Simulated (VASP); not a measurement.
# GdY2O2 (P6/mmm) in VASP: single point with PBE

Aim: the single point of GdY2O2 with PBE.

All numbers are computed with VASP 6.6.1; they aren't measurements. Logs are shortened: lines on timing, memory, paths and dates and some standing lists are left out, and cuts for length are marked.

**1. The cell of the first run**

It takes space group P6/mmm (No. 191, hexagonal). Conventional cell: a = 5.238 Å, b = 5.238 Å, c = 4.325 Å, α = 90.00°, β = 90.00°, γ = 120.00°. Y (site symmetry -6m2) has 2 O at 2.16 Å within 2.9 Å. Gd (site symmetry 6/mmm) has 6 Y at 3.02 Å and 12 O at 3.72 Å within 4.0 Å. O (site symmetry -6m2) has 2 Y at 2.16 Å within 2.9 Å.

The cell was generated, and may not be a known phase.

**2. Single point, PBE, collinear spin, ferromagnetic start**

INCAR

```
SYSTEM = GdY2O2
ALGO = Normal
EDIFF = 1E-6
ENCUT = 520
GGA = PE
ISIF = 2
ISMEAR = 0
ISPIN = 2
LASPH = .TRUE.
LCHARG = .FALSE.
LMAXMIX = 6
LORBIT = 11
LREAL = .FALSE.
LWAVE = .FALSE.
MAGMOM = 0 0 7 0 0
NBANDS = 38
NELM = 150
PREC = Accurate
SIGMA = 0.1
```

KPOINTS

```
k-points
0
G
  6 6 4
  0 0 0
```

POSCAR

```
GdY2O2
1.0
    5.2376908900      0.0000000000      0.0000000000
   -2.6188454400      4.5359733600      0.0000000000
    0.0000000000      0.0000000000      4.3250584100
Y Gd O
2 1 2
Direct
    0.3333333300      0.6666666700      0.0000000000
    0.6666666700      0.3333333300      0.0000000000
    0.0000000000      0.0000000000      0.0000000000
    0.3333333300      0.6666666700      0.5000000000
    0.6666666700      0.3333333300      0.5000000000
```

Potentials or basis: VASP PAW PBE potentials, release 64 (Y_sv, Gd, O).

Started as:

```bash
$ cat potpaw_PBE.64/Y_sv/POTCAR potpaw_PBE.64/Gd/POTCAR potpaw_PBE.64/O/POTCAR > POTCAR
$ mpirun -np 1 vasp_std > vasp.out
```

OUTCAR:

```text
SYSTEM = GdY2O2
   EDIFF = 1E-6
   ENCUT = 520
   GGA = PE
   ISIF = 2
   ISMEAR = 0
   ISPIN = 2
   LASPH = .TRUE.
   LORBIT = 11
   LREAL = .FALSE.
   NELM = 150
   PREC = Accurate

 ion  position               nearest neighbor table
   1  0.333  0.667  0.000-   4 2.16   4 2.16   2 3.02   3 3.02   2 3.02   3 3.02   3 3.02   2 3.02

   2  0.667  0.333  0.000-   5 2.16   5 2.16   1 3.02   3 3.02   1 3.02   3 3.02   3 3.02   1 3.02

   3  0.000  0.000  0.000-   1 3.02   2 3.02   1 3.02   2 3.02   2 3.02   1 3.02
   4  0.333  0.667  0.500-   1 2.16   1 2.16
   5  0.667  0.333  0.500-   2 2.16   2 2.16

  LATTYP: Found a hexagonal cell.
 ALAT       =     5.2376908900
 C/A-ratio  =     0.8257567124

  Lattice vectors:

 A1 = (   5.2376908900,   0.0000000000,   0.0000000000)
 A2 = (  -2.6188454400,   4.5359733600,   0.0000000000)
 A3 = (   0.0000000000,   0.0000000000,   4.3250584100)

Analysis of symmetry for initial positions (statically):
=====================================================================
 Subroutine PRICEL returns:
 Original cell was already a primitive cell.

 Routine SETGRP: Setting up the symmetry group for a
 hexagonal supercell.

 Subroutine GETGRP returns: Found 24 space group operations
 (whereof 24 operations were pure point group operations)
 out of a pool of 24 trial point group operations.

The static configuration has the point symmetry D_6h.

Analysis of symmetry for dynamics (positions and initial velocities):
=====================================================================
 Subroutine PRICEL returns:
 Original cell was already a primitive cell.

 Routine SETGRP: Setting up the symmetry group for a
 hexagonal supercell.

 Subroutine GETGRP returns: Found 24 space group operations
 (whereof 24 operations were pure point group operations)
 out of a pool of 24 trial point group operations.

The dynamic configuration has the point symmetry D_6h.

Analysis of structural, dynamic, and magnetic symmetry:
=====================================================================
 Subroutine PRICEL returns:
 Original cell was already a primitive cell.

 Routine SETGRP: Setting up the symmetry group for a
 hexagonal supercell.

 Subroutine GETGRP returns: Found 24 space group operations
 (whereof 24 operations were pure point group operations)
 out of a pool of 24 trial point group operations.

The overall configuration has the point symmetry D_6h.

 Subroutine INISYM returns: Found 24 space group operations
 (whereof 24 operations are pure point group operations),
 and found     1 'primitive' translations

----------------------------------------------------------------------------------------

                                     Primitive cell

  volume of cell :     102.7549

  direct lattice vectors                    reciprocal lattice vectors
     5.237690890  0.000000000  0.000000000     0.190923829  0.110229924  0.000000000
    -2.618845440  4.535973360  0.000000000     0.000000000  0.220459849  0.000000000
     0.000000000  0.000000000  4.325058410     0.000000000  0.000000000  0.231210750

  length of vectors
     5.237690890  5.237690881  4.325058410     0.220459848  0.220459849  0.231210750

  position of ions in fractional coordinates (direct lattice)
     0.333333330  0.666666670  0.000000000
     0.666666670  0.333333330  0.000000000
     0.000000000  0.000000000  0.000000000
     0.333333330  0.666666670  0.500000000
     0.666666670  0.333333330  0.500000000

  ion indices of the primitive-cell ions
   primitive index   ion index
                 1           1
                 2           2
                 3           3
                 4           4
                 5           5

----------------------------------------------------------------------------------------

 KPOINTS: k-points

Automatic generation of k-mesh.
 Grid dimensions read from file:
 generate k-points for:    6    6    4

 Generating k-lattice:

  Cartesian coordinates                     Fractional coordinates (reciprocal lattice)
     0.031820638  0.018371654  0.000000000     0.166666667  0.000000000  0.000000000
     0.000000000  0.036743308  0.000000000     0.000000000  0.166666667  0.000000000
     0.000000000  0.000000000  0.057802688     0.000000000  0.000000000  0.250000000

  Length of vectors
     0.036743308  0.036743308  0.057802688

  Shift w.r.t. Gamma in fractional coordinates (k-lattice)
     0.000000000  0.000000000  0.000000000

 Subroutine IBZKPT returns following result:
 ===========================================

 Found     21 irreducible k-points:

 Following reciprocal coordinates:
            Coordinates               Weight
  0.000000  0.000000  0.000000      1.000000
  0.166667  0.000000  0.000000      6.000000
  0.333333  0.000000  0.000000      6.000000
  0.500000  0.000000  0.000000      3.000000
  0.166667  0.166667  0.000000      6.000000
  0.333333  0.166667  0.000000     12.000000
[... 13 lines left out ...]
  0.333333  0.166667  0.500000     12.000000
  0.333333  0.333333  0.500000      2.000000
   k-points           NKPTS =     21   k-points in BZ     NKDIM =     21   number of bands    NBANDS=     38
   number of dos      NEDOS =    301   number of ions     NIONS =      5
   total plane-waves  NPLWV =  51200
   dimension x,y,z NGX =    40 NGY =   40 NGZ =   32
   dimension x,y,z NGXF=    80 NGYF=   80 NGZF=   64
   ions per type =               2   1   2
   NGX,Y,Z   is equivalent  to a cutoff of  12.70, 12.70, 12.30 a.u.
   NGXF,Y,Z  is equivalent  to a cutoff of  25.39, 25.39, 24.60 a.u.
 SYSTEM =  GdY2O2
   PREC   = accura    normal or accurate (medium, high low for compatibility)
   ISTART =      0    job   : 0-new  1-cont  2-samecut
   ICHARG =      2    charge: 1-file 2-atom 10-const
   ISPIN  =      2    spin polarized calculation?
   LNONCOLLINEAR =      F non collinear calculations
   LSORBIT =      F    spin-orbit coupling
   LASPH  =      T    aspherical Exc in radial PAW
   ENCUT  =  520.0 eV  38.22 Ry    6.18 a.u.   9.74  9.74  8.04*2*pi/ulx,y,z
   NELM   =    150;   NELMIN=  2; NELMDL= -5     # of ELM steps
   EDIFF  = 0.1E-05   stopping-criterion for ELM
   LREAL  =      F    real-space projection
   EDIFFG = 0.1E-04   stopping-criterion for IOM
   NSW    =      0    number of steps for IOM
   IBRION =     -1    ionic relax: 0-MD 1-quasi-New 2-CG
   NFREE  =      0    steps in history (QN), initial steepest desc. (CG)
   ISIF   =      2    stress and relaxation
   ISYM   =      2    0-nonsym 1-usesym 2-fastsym
   POTIM  = 0.5000    time-step for ionic-motion
   TEBEG  =    0.0;   TEEND  =   0.0 temperature during run
   PSTRESS=    0.0 pullay stress
   NELECT =      52.0000    total number of electrons
   NUPDOWN=      -1.0000    fix difference up-down
   EMIN   =  10.00;   EMAX   =-10.00  energy-range for DOS
   EFERMI =   0.00;   METHOD = LEGACY
   ISMEAR =     0;   SIGMA  =   0.10  broadening in eV -4-tet -1-fermi 0-gaus
   EFERMI_NEDOS =   21; number of points for ismear=-14 and -15
   IALGO  =     38    algorithm
   IMIX   =      4    mixing-type and parameters
     AMIX     =   0.40;   BMIX     =  1.00
     AMIX_MAG =   1.60;   BMIX_MAG =  1.00
  volume/ion in A,a.u.               =      20.55       138.68
  Fermi-wavevector in a.u.,A,eV,Ry     =   1.304593  2.465324 23.156624  1.701964
  Thomas-Fermi vector in A             =   2.435519
   LORBIT       =     11    0 simple, 1 ext, 2 COOP (PROOUT), +10 PAW based schemes
   GGA     = PE    functional components
   LHFCALC =     F    Hartree Fock is set to
   AEXX    =    0.0000 exact exchange contribution
   IVDW    =     0    specifies the selected vdW correction
   LEPSILON=     F    determine dielectric tensor
   LRPA    =     F    only Hartree local field effects (RPA)
 spin polarized calculation
 Gauss-broadening in eV      SIGMA  =   0.10
  energy-cutoff  :      520.00
  volume of cell :      102.75
 maximum number of plane-waves:      2796
 NGX is ok and might be reduce to    40
   NGX = 19   NGY = 19   NGZ = 17

 number of electron      51.9999996 magnetization       6.9922203

 Free energy of the ion-electron system (eV)
  ---------------------------------------------------
  ext. energy  EPLUGINS =         0.00000000
  ---------------------------------------------------
  free energy    TOTEN  =       -37.75948491 eV

  energy without entropy =      -37.74226388  energy(sigma->0) =      -37.75087439

 E-fermi :   3.2361     XC(G=0):  -9.9393

 val. band max:        3.2352084760   @ k =   0.5000   0.0000   0.5000
 cond. band min:       3.2409386327   @ k =   0.3333   0.0000   0.2500
 fundamental gap:      0.0057301566
 Fermi energy:         3.2361172535

 spin component 1

 k-point     1 :       0.0000    0.0000    0.0000
  band No.  band energies     occupation
      1     -42.3036      1.00000
      2     -38.4312      1.00000
      3     -38.1944      1.00000
      4     -20.0639      1.00000
      5     -20.0639      1.00000
      6     -20.0142      1.00000
[... 30 lines left out ...]
     37       5.3012      0.00000
     38       5.8123      0.00000

 k-point     2 :       0.1667    0.0000    0.0000
  band No.  band energies     occupation
      1     -42.3023      1.00000
      2     -38.4196      1.00000
      3     -38.2093      1.00000
      4     -20.1428      1.00000
      5     -20.0762      1.00000
      6     -20.0096      1.00000
[... 30 lines left out ...]
     37       6.0454      0.00000
     38       6.1141      0.00000
[... 736 lines left out ...]
     37       7.5895      0.00000
     38       8.0668      0.00000

 k-point    21 :       0.3333    0.3333    0.5000
  band No.  band energies     occupation
      1     -42.2964      1.00000
      2     -38.3148      1.00000
      3     -38.3148      1.00000
      4     -20.0596      1.00000
      5     -20.0596      1.00000
      6     -20.0457      1.00000
[... 30 lines left out ...]
     37       6.3895      0.00000
     38       7.9745      0.00000
 Fermi energy:         3.2361172535

 spin component 2

 k-point     1 :       0.0000    0.0000    0.0000
  band No.  band energies     occupation
      1     -39.2310      1.00000
      2     -38.4118      1.00000
      3     -38.2114      1.00000
      4     -19.1455      1.00000
      5     -19.1455      1.00000
      6     -18.7180      1.00000
[... 30 lines left out ...]
     37       5.4633      0.00000
     38       5.9023      0.00000

 k-point     2 :       0.1667    0.0000    0.0000
  band No.  band energies     occupation
      1     -39.2212      1.00000
      2     -38.4088      1.00000
      3     -38.2265      1.00000
      4     -19.2967      1.00000
      5     -19.2168      1.00000
      6     -18.5299      1.00000
[... 30 lines left out ...]
     37       6.3056      0.00000
     38       6.3534      0.00000
[... 736 lines left out ...]
     37       7.9646      0.00000
     38       8.2701      0.00000

 k-point    21 :       0.3333    0.3333    0.5000
  band No.  band energies     occupation
      1     -39.1850      1.00000
      2     -38.3333      1.00000
      3     -38.3333      1.00000
      4     -19.2435      1.00000
      5     -18.9827      1.00000
      6     -18.9827      1.00000
[... 30 lines left out ...]
     37       7.4579      0.00000
     38       8.2132      0.00000

------------------------ aborting loop because EDIFF is reached ----------------------------------------

  FORCE on cell =-STRESS in cart. coord.  units (eV):
  Direction    XX          YY          ZZ          XY          YZ          ZX
  --------------------------------------------------------------------------------------
  -------------------------------------------------------------------------------------
  Total       14.4130970     14.4130970     -6.3741599      0.0000000      0.0000000      0.0000000
  in kB      224.7323308    224.7323300    -99.3873706      0.0000002      0.0000000      0.0000000
  external PRESSURE =     116.6924301 kB  Pullay stress =       0.0000000 kB

 VOLUME and BASIS-vectors are now :
 -----------------------------------------------------------------------------
  energy-cutoff  :      520.00
  volume of cell :      102.75
      direct lattice vectors                 reciprocal lattice vectors
     5.237690890  0.000000000  0.000000000     0.190923829  0.110229924  0.000000000
    -2.618845440  4.535973360  0.000000000     0.000000000  0.220459849  0.000000000
     0.000000000  0.000000000  4.325058410     0.000000000  0.000000000  0.231210750

 POSITION                                       TOTAL-FORCE (eV/Angst)
 -----------------------------------------------------------------------------------
     -0.00000      3.02398      0.00000         0.000000     -0.000000     -0.000000
      2.61885      1.51199      0.00000        -0.000000      0.000000      0.000000
      0.00000      0.00000      0.00000        -0.000000      0.000000     -0.000000
     -0.00000      3.02398      2.16253         0.000000      0.000000     -0.000000
      2.61885      1.51199      2.16253        -0.000000      0.000000     -0.000000
 -----------------------------------------------------------------------------------
    total drift:                                0.000000     -0.000000     -0.000000

  FREE ENERGIE OF THE ION-ELECTRON SYSTEM (eV)
  ---------------------------------------------------
  free  energy   TOTEN  =       -37.7594849059 eV

  energy  without entropy=      -37.7422638831  energy(sigma->0) =      -37.75087439

 total charge

# of ion       s       p       d       f       tot
--------------------------------------------------
    1        2.322   6.400   1.426   0.102  10.250
    2        2.322   6.400   1.426   0.102  10.250
    3        2.094   5.520   0.687   7.118  15.419
    4        1.580   3.356   0.000   0.000   4.935
    5        1.580   3.356   0.000   0.000   4.935
--------------------------------------------------
tot          9.897  25.031   3.539   7.322  45.790

 magnetization (x)

# of ion       s       p       d       f       tot
--------------------------------------------------
    1       -0.012   0.025  -0.047   0.003  -0.031
    2       -0.012   0.025  -0.047   0.003  -0.031
    3        0.024  -0.079   0.174   6.644   6.762
    4        0.000  -0.016   0.000   0.000  -0.016
    5        0.000  -0.016   0.000   0.000  -0.016
--------------------------------------------------
tot          0.001  -0.063   0.079   6.650   6.667
```

Wall time 10 min (1 thread of Intel Xeon Platinum 8559C (Emerald Rapids), shared host); peak memory 0.37 GiB.

Results:

| Property | Result |
| --- | --- |
| Free energy | -37.7595 eV |
| Pressure | 11.7 GPa |
| Net moment | 6.99 μB per cell |
| Site moments | Y -0.03; Gd +6.76; O -0.02 μB |
| Valence electrons inside the program's atomic spheres | Y 10.25; Gd 15.42; O 4.93 |

Caveat: the k points lie up to 0.36 Å⁻¹ apart; spin-orbit coupling is left out, which moves the levels of the heavy elements; a cell with one magnetic atom can't hold antiferromagnetic order, which such compounds often take; semilocal functionals describe open f shells poorly, which spoils levels, moments and volumes.
